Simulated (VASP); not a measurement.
Here is a VASP 6.6.1 calculation.

File INCAR:

```
SYSTEM = MgS
PREC     = Accurate       ! precision mode
ENCUT    = 520            ! plane-wave cutoff, eV
EDIFF    = 1E-6           ! SCF threshold, eV
ISMEAR   = -1             ! smearing method
SIGMA    = 0.02           ! smearing width, eV
LREAL    = .False.        ! projectors in reciprocal space
LASPH    = .True.         ! aspherical terms in the spheres
NELM     = 80             ! most SCF steps
ALGO     = Normal         ! electronic algorithm
ISIF     = 2              ! what is computed and relaxed
LWAVE    = .False.        ! write WAVECAR
LCHARG   = .False.        ! write CHGCAR
GGA      = PE             ! functional
NBANDS   = 11             ! bands
```

File KPOINTS:

```
regular mesh
0
Gamma
  8 8 8
  0 0 0
```

File POSCAR:

```
MgS
1.0
    0.0000000000      2.8308768404      2.8308768404
    2.6893329983      0.0000000000      2.8308768404
    2.6893329983      2.8308768404      0.0000000000
Mg S
1 1
Direct
    0.0000000000      0.0000000000      0.0000000000
    0.2500000000      0.2500000000      0.2500000000
```

Potentials or basis: VASP PAW PBE potentials, release 64 (Mg, S).

Run with:

```sh
$ cat potpaw_PBE.64/Mg/POTCAR potpaw_PBE.64/S/POTCAR > POTCAR
$ mpirun -np 1 vasp_std > vasp.out
```

Problem. What does it give for the pressure?

Solution. 4.2 GPa.

Problem. Estimate the band gap on the k mesh.

Solution. 3.63 eV, direct.

Stress tensor (GPa, compression positive):
```
4.68 0.00 0.00
0.00 4.01 0.00
0.00 0.00 4.01
```

Caveat: the cell differs from its parent crystal (uniaxial x strain -5.0%). A k mesh can miss the band edges.
